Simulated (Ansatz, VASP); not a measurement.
One calculation of GaAs, two programs

Contents of INCAR:

```
SYSTEM = GaAs
  PREC = Accurate
  ENCUT = 520
  EDIFF = 1E-6
  ISMEAR = -1
  SIGMA = 0.08
  LREAL = .FALSE.
  LASPH = .TRUE.
  NELM = 150
  ALGO = Normal
  ISIF = 2
  LWAVE = .FALSE.
  LCHARG = .FALSE.
  MAGMOM = 0 0 0 0 0 0
  LORBIT = 11
  LSORBIT = .TRUE.
  GGA_COMPAT = .FALSE.
  LORBMOM = .TRUE.
  GGA = PE
  NBANDS = 30
```

File KPOINTS:

```
Automatic mesh
0
G
  10 10 10
  0 0 0
```

The input POSCAR:

```
GaAs
1.0
    0.0000000000      2.8268500000      2.8268500000
    2.8268500000      0.0000000000      2.8268500000
    2.8268500000      2.8268500000      0.0000000000
Ga As
1 1
Direct
    0.0000000000      0.0000000000      0.0000000000
    0.7500000000      0.7500000000      0.7500000000
```

Input for Ansatz:

```yaml
crystal:
  lattice:
    - [0.0, 2.82685, 2.82685]
    - [2.82685, 0.0, 2.82685]
    - [2.82685, 2.82685, 0.0]
  atoms:
    - { symbol: Ga, position: [0.0, 0.0, 0.0] }
    - { symbol: As, position: [0.75, 0.75, 0.75] }
kpoints:
  mp_grid: { grid: [10, 10, 10] }
  band_path:
    path:
      - [0.0, 0.0, 0.0]
      - [-0.5, -0.5, 0.0]
      - [-0.375, -0.375, 0.25]
      - [-0.375, 0.0, 0.375]
      - [0.0, 0.0, 0.0]
      - [0.0, 0.0, 0.5]
      - [-0.5, -0.25, 0.25]
      - [-0.5, -0.5, 0.0]
    npoints: 5
scf:
  occupations: { method: fermi_dirac, width: 0.08 }
hamiltonian:
  xc: pbe
  pseudopotentials: { kind: all_electron, lapw: { basis_error: 0.001 } }
output:
  forces: true
  stress: true
  eigenvalues: true
magnetization:
  noncollinear: true
  spin_orbit: true
```

Alike in both runs: task single point; functional PBE; k mesh 10 × 10 × 10; occupations fermi-dirac, width 0.08 eV; non-collinear spin, spin-orbit coupling.

|  | VASP | Ansatz |
| --- | --- | --- |
| version | VASP 6.6.1 | Ansatz 0.2.0 |
| potentials or method | VASP PAW PBE potentials, release 64 (Ga_d, As), cutoff 520 eV | all-electron LAPW |

VASP gave:

```
pressure (GPa) : 3.5
```

Problem. What did Ansatz give for the same quantities?

Solution. Pressure (GPa): 3.3.

Ansatz ran all-electron here, and VASP with PAW potentials.
